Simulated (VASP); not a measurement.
A run of VASP 6.6.1 is set up as follows.

POSCAR

```
BiS
1.0
    4.0029443400      0.0000000000      0.0000000000
    0.0000000000      4.0029443400      0.0000000000
    0.0000000000      0.0000000000      4.0029443400
Bi S
1 1
Direct
    0.5000000000      0.5000000000      0.5000000000
    0.0000000000      0.0000000000      0.0000000000
```

The input INCAR.step1:

```
SYSTEM = BiS
PREC     = Accurate       ! precision mode
ENCUT    = 520            ! plane-wave cutoff, eV
EDIFF    = 1E-5           ! SCF threshold, eV
ISMEAR   = -1             ! smearing method
SIGMA    = 0.05           ! smearing width, eV
LREAL    = .False.        ! projectors in reciprocal space
LASPH    = .True.         ! aspherical terms in the spheres
NELM     = 100            ! most SCF steps
ALGO     = Normal         ! electronic algorithm
ISIF     = 2              ! what is computed and relaxed
LWAVE    = .True.         ! write WAVECAR
LCHARG   = .False.        ! write CHGCAR
NBANDS   = 18             ! bands
GGA      = PE             ! functional
```

The input INCAR.step2:

```
SYSTEM = BiS
PREC     = Accurate       ! precision mode
ENCUT    = 520            ! plane-wave cutoff, eV
EDIFF    = 1E-7           ! SCF threshold, eV
ISMEAR   = -1             ! smearing method
SIGMA    = 0.05           ! smearing width, eV
LREAL    = .False.        ! projectors in reciprocal space
LASPH    = .True.         ! aspherical terms in the spheres
NELM     = 100            ! most SCF steps
ALGO     = Normal         ! electronic algorithm
ISIF     = 2              ! what is computed and relaxed
LWAVE    = .False.        ! write WAVECAR
LCHARG   = .False.        ! write CHGCAR
GGA      = PE             ! functional
LHFCALC  = .True.         ! exact exchange
AEXX     = 0.25           ! exact-exchange fraction
PRECFOCK = Normal       
NBANDS   = 18             ! bands
ISTART   = 1
```

The input KPOINTS:

```
regular mesh
0
Gamma
  4 4 4
  0 0 0
```

Potentials or basis: VASP PAW PBE potentials, release 64 (Bi_d, S).

Launch:

```sh
$ cat potpaw_PBE.64/Bi_d/POTCAR potpaw_PBE.64/S/POTCAR > POTCAR
$ cp INCAR.step1 INCAR
$ mpirun -np 1 vasp_std > vasp.out
$ cp INCAR.step2 INCAR
$ mpirun -np 1 vasp_std > vasp.out
```

Question: What does it give for the band gap on the k mesh?

Answer: Zero (an odd number of electrons rules out a gap without spin polarisation).

Question: What does it give for the pressure?

Answer: -13.6 GPa.

Caveat: the k points lie up to 0.39 Å⁻¹ apart, too coarse for converged energies and pressures of a metal; the PAW data sets were made with another functional, which shifts forces and pressure a little; spin-orbit coupling is left out, which moves the levels of the heavy elements; an odd number of electrons without spin polarisation forces a metal; a magnetic or distorted state may lie lower.
